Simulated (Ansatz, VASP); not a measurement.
This is a calculation of Nb for VASP 6.6.1.

The input INCAR:

```
  ALGO = Normal
  EDIFF = 1E-7
  ENCUT = 520
  GGA = CA
  ISIF = 2
  ISMEAR = -1
  LASPH = True
  LCHARG = True
  LELF = True
  LREAL = False
  LVHAR = True
  LWAVE = False
  NBANDS = 12
  NELM = 60
  PREC = Accurate
  SIGMA = 0.05
```

The input KPOINTS:

```
k-points
0
Gamma
  11 11 11
```

POSCAR

```
Nb
1.0
    0.0000000000      2.1428321391      2.1428321391
    2.1428321391      0.0000000000      2.1428321391
    2.1428321391      2.1428321391      0.0000000000
Nb
1
Direct
    0.0000000000      0.0000000000      0.0000000000
```

Potentials or basis: VASP PAW LDA potentials, release 64 (Nb_sv).

Command:

```bash
$ cat potpaw_LDA.64/Nb_sv/POTCAR > POTCAR
$ mpirun -np 1 vasp_std > vasp.out
```

Q: Set up the same calculation for Ansatz 0.2.0. Potentials there: all-electron LAPW, scalar-relativistic.

A: As run (the cutoff follows the program's own potentials):

input.yaml

```yaml
crystal:
  lattice:
    - [0.0, 2.1428321391, 2.1428321391]
    - [2.1428321391, 0.0, 2.1428321391]
    - [2.1428321391, 2.1428321391, 0.0]
  atoms:
    - { symbol: Nb, position: [0.0, 0.0, 0.0] }
kpoints:
  mp_grid: { grid: [11, 11, 11] }
scf:
  occupations: { method: fermi_dirac, width: 0.05 }
hamiltonian:
  xc: lda
  pseudopotentials: { kind: all_electron, lapw: { basis_error: 0.001 } }
output:
  forces: true
  stress: true
  eigenvalues: true
```

Potentials or basis: all-electron LAPW, scalar-relativistic.

Launch:

```console
$ ansatz run input.yaml --threads 1 --pin off --max-ram 3072MiB --backend cpu --events-out ev --progress --plain --runs-dir out
```

Both were run:

|  | VASP | Ansatz | Ansatz less VASP |
| --- | --- | --- | --- |
| gap on the k mesh at the Fermi level (eV) | none | none | - |
| pressure (GPa) | -16.2 | -16.1 | +0.11 |

LDA's correlation is that of Perdew and Zunger in VASP and of Perdew and Wang (1992) in Ansatz. A gap of «none» marks a metal or a gap that the smearing closes. Ansatz ran all-electron here, and VASP with PAW potentials.
